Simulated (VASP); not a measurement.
# C (P1) in VASP: settings compared, part 2 of 2

VASP 6.6.1. The steps go on from the part before.

## (5) Single point, HSE06

Contents of POSCAR:

```
C
1.0
    3.5700000000      0.0000000000      0.0000000000
    0.0000000000      3.5700000000      0.0000000000
    0.0000000000      0.0000000000      3.5700000000
C
7
Direct
   -0.0035600000      0.5019000000      0.5001100000
    0.5004700000     -0.0019600000      0.5004700000
    0.5012900000      0.5039000000     -0.0038700000
    0.2467200000      0.2517600000      0.2472700000
    0.2508500000      0.7466600000      0.7518800000
    0.7486200000      0.2515200000      0.7520700000
    0.7465600000      0.7514800000      0.2519400000
```

Contents of INCAR.step1:

```
SYSTEM = C
PREC = Accurate
ENCUT = 520
EDIFF = 1E-5
ISMEAR = -1
SIGMA = 0.01
LREAL = .FALSE.
LASPH = .TRUE.
NELM = 120
ALGO = Normal
ISIF = 2
LWAVE = .TRUE.
LCHARG = .FALSE.
NBANDS = 23
GGA = PE
GGA_COMPAT = .FALSE.
```

Contents of INCAR.step2:

```
SYSTEM = C
PREC = Accurate
ENCUT = 520
EDIFF = 1E-6
ISMEAR = -1
SIGMA = 0.01
LREAL = .FALSE.
LASPH = .TRUE.
NELM = 120
ALGO = Normal
ISIF = 2
LWAVE = .FALSE.
LCHARG = .FALSE.
GGA = PE
LHFCALC = .TRUE.
HFSCREEN = 0.2079
PRECFOCK = Normal
NBANDS = 23
ISTART = 1
GGA_COMPAT = .FALSE.
```

Contents of KPOINTS:

```
Automatic mesh
0
Gamma
  1 1 1
  0.25 0.25 0.25
```

Potentials or basis: VASP PAW PBE potentials, release 64 (C).

The run is started by

```console
cat potpaw_PBE.64/C/POTCAR > POTCAR
cp INCAR.step1 INCAR
mpirun -np 1 vasp_std > vasp.out
cp INCAR.step2 INCAR
mpirun -np 1 vasp_std > vasp.out
```

OUTCAR:

```text
SYSTEM = C
   PREC = Accurate
   ENCUT = 520
   EDIFF = 1E-6
   ISMEAR = -1
   LREAL = .FALSE.
   LASPH = .TRUE.
   NELM = 120
   ISIF = 2
   GGA = PE
   LHFCALC = .TRUE.
   HFSCREEN = 0.2079
   PRECFOCK = Normal
   ISTART = 1

 ion  position               nearest neighbor table
   1  0.996  0.502  0.500-   7 1.54   6 1.55   5 1.55   4 1.55
   2  0.500  0.998  0.500-   7 1.53   5 1.55   6 1.55   4 1.57
   3  0.501  0.504  0.996-   5 1.52   6 1.53   7 1.54   4 1.56
   4  0.247  0.252  0.247-   1 1.55   3 1.56   2 1.57
   5  0.251  0.747  0.752-   3 1.52   1 1.55   2 1.55
   6  0.749  0.252  0.752-   3 1.53   1 1.55   2 1.55
   7  0.747  0.751  0.252-   2 1.53   1 1.54   3 1.54

  LATTYP: Found a simple cubic cell.
 ALAT       =     3.5700000000

  Lattice vectors:

 A1 = (   3.5700000000,   0.0000000000,   0.0000000000)
 A2 = (   0.0000000000,   3.5700000000,   0.0000000000)
 A3 = (   0.0000000000,   0.0000000000,   3.5700000000)

Analysis of symmetry for initial positions (statically):
=====================================================================
[... 173 lines left out ...]
 fundamental gap:      3.8918852847
 Fermi energy:         6.6447174291

 k-point     1 :       0.2500    0.2500    0.2500
  band No.  band energies     occupation
      1     -13.4624      2.00000
      2      -9.3407      2.00000
      3      -9.2314      2.00000
      4      -7.0167      2.00000
      5      -3.5679      2.00000
      6      -3.4475      2.00000
[... 93 lines left out ...]
     22      19.5955      0.00000
     23      21.2396      0.00000

------------------------ aborting loop because EDIFF is reached ----------------------------------------

  FORCE on cell =-STRESS in cart. coord.  units (eV):
  Direction    XX          YY          ZZ          XY          YZ          ZX
  --------------------------------------------------------------------------------------
  -------------------------------------------------------------------------------------
  Total       -7.2417642     -7.0522564     -7.7184725     -0.4702891     -0.1496079     -0.5621192
  in kB     -255.0059500   -248.3327680   -271.7923912    -16.5604027     -5.2681776    -19.7940366
  external PRESSURE =    -258.3770364 kB  Pullay stress =       0.0000000 kB

 VOLUME and BASIS-vectors are now :
 -----------------------------------------------------------------------------
  energy-cutoff  :      520.00
  volume of cell :       45.50
      direct lattice vectors                 reciprocal lattice vectors
     3.570000000  0.000000000  0.000000000     0.280112045  0.000000000  0.000000000
     0.000000000  3.570000000  0.000000000     0.000000000  0.280112045  0.000000000
     0.000000000  0.000000000  3.570000000     0.000000000  0.000000000  0.280112045

 POSITION                                       TOTAL-FORCE (eV/Angst)
 -----------------------------------------------------------------------------------
      3.55729      1.79178      1.78539         0.394125     -0.163077      0.010997
      1.78668      3.56300      1.78668        -0.375767      0.612339      0.026574
      1.78961      1.79892      3.55618        -0.301312     -0.412087      0.871552
      0.88079      0.89878      0.88275         2.044518      1.667233      2.077570
      0.89553      2.66558      2.68421         1.688552     -1.375974     -2.468291
      2.67257      0.89793      2.68489        -1.771042      1.703552     -2.227008
      2.66522      2.68278      0.89943        -1.679073     -2.031987      1.708605
 -----------------------------------------------------------------------------------
    total drift:                               -0.000070      0.000037      0.000022

  FREE ENERGIE OF THE ION-ELECTRON SYSTEM (eV)
  ---------------------------------------------------
  free  energy   TOTEN  =       -68.1117010437 eV

  energy  without entropy=      -68.1117010437  energy(sigma->0) =      -68.11170104
```

Wall time 87 s (1 thread of Intel Xeon 8259CL, shared host); peak memory 0.25 GiB.

What came out:

```
Free energy            : -68.1117 eV
Pressure               : -25.8 GPa
Largest force          : 3.358 eV/Å
Band gap on the k mesh : 3.89 eV, direct
```

Forces in eV/Å, atoms in the order of the input:
```
C    0.394 -0.163  0.011
C   -0.376  0.612  0.027
C   -0.301 -0.412  0.872
C    2.045  1.667  2.078
C    1.689 -1.376 -2.468
C   -1.771  1.704 -2.227
C   -1.679 -2.032  1.709
```

Levels at points of the mesh, in eV from the valence-band top:
| k point | band 11 | band 12 | band 13 | band 14 | band 15 | band 16 | band 17 | band 18 |
| --- | --- | --- | --- | --- | --- | --- | --- | --- |
| (0.25, 0.25, 0.25) | -2.84 | -2.65 | -2.57 | 0.00 | 3.89 | 3.98 | 9.09 | 9.18 |

Caveat: the k points lie up to 1.76 Å⁻¹ apart; the PAW data sets were made with another functional, which shifts forces and pressure a little.

## (6) Summary

```csv
level,cutoff (eV),smearing,grid for exact exchange (PRECFOCK),screening parameter,gap on the mesh (eV),pressure (GPa),largest force (eV/Å)
PBE,600,gaussian 0.01 eV,-,-,3.07,-16.4,3.05
PBE,600,fermi-dirac 0.01 eV,-,-,3.07,-16.4,3.05
HSE06,520,gaussian 0.01 eV,Normal,0.2079 1/Å,3.89,-25.8,3.36
HSE06,520,fermi-dirac 0.01 eV,Normal,0.2079 1/Å,3.89,-25.8,3.36
```

Alike in all rows: task single point; potentials or basis VASP PAW PBE potentials, release 64 (C); no spin polarisation; cell as given; k mesh 1 × 1 × 1, shifted.

Caveats: all runs use coarse meshes; forces of over 1 eV/Å act on the atoms, so gaps and moduli don't describe the material at rest (some runs); the PAW data sets were made with another functional, which shifts forces and pressure a little (some runs).

Absolute energies hang on the potentials; compare differences alone.
